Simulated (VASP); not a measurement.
Input of a VASP 6.6.1 run:

The input INCAR:

```
SYSTEM = TiTe
PREC = Accurate ; ENCUT = 520
EDIFF = 1E-7 ; ISMEAR = 0
SIGMA = 0.05 ; LREAL = .False.
LASPH = .True. ; NELM = 150
ALGO = Normal ; ISIF = 2
LWAVE = .False. ; LCHARG = .False.
ISPIN = 2 ; MAGMOM = 2 0
LORBIT = 11 ; LMAXMIX = 4
LDAU = .True. ; LDAUTYPE = 2
LDAUL = 2 -1 ; LDAUU = 1 0
LDAUJ = 0 0 ; LDAUPRINT = 1
NBANDS = 20
```

KPOINTS

```
Automatic mesh
0
Gamma
  5 5 5
  0 0 0
```

Contents of POSCAR:

```
TiTe
1.0
    0.0000000000      3.0500668100      3.0500668100
    3.0500668100      0.0000000000      3.0500668100
    3.0500668100      3.0500668100      0.0000000000
Ti Te
1 1
Direct
    0.5000000000      0.5000000000      0.5000000000
    0.0000000000      0.0000000000      0.0000000000
```

Potentials or basis: VASP PAW LDA potentials, release 64 (Ti_sv, Te).

Run with:

```sh
$ cat potpaw_LDA.64/Ti_sv/POTCAR potpaw_LDA.64/Te/POTCAR > POTCAR
$ mpirun -np 1 vasp_std > vasp.out
```

(1) What does it give for the pressure?

(2) What does it give for the site moments?

(3) What does it give for the net moment?

Answers

(1) -11.0 GPa.

(2) Ti +1.53; Te -0.06 μB.

(3) 1.90 μB per cell.

Caveat: the U is typed as a test and isn't derived for this compound.
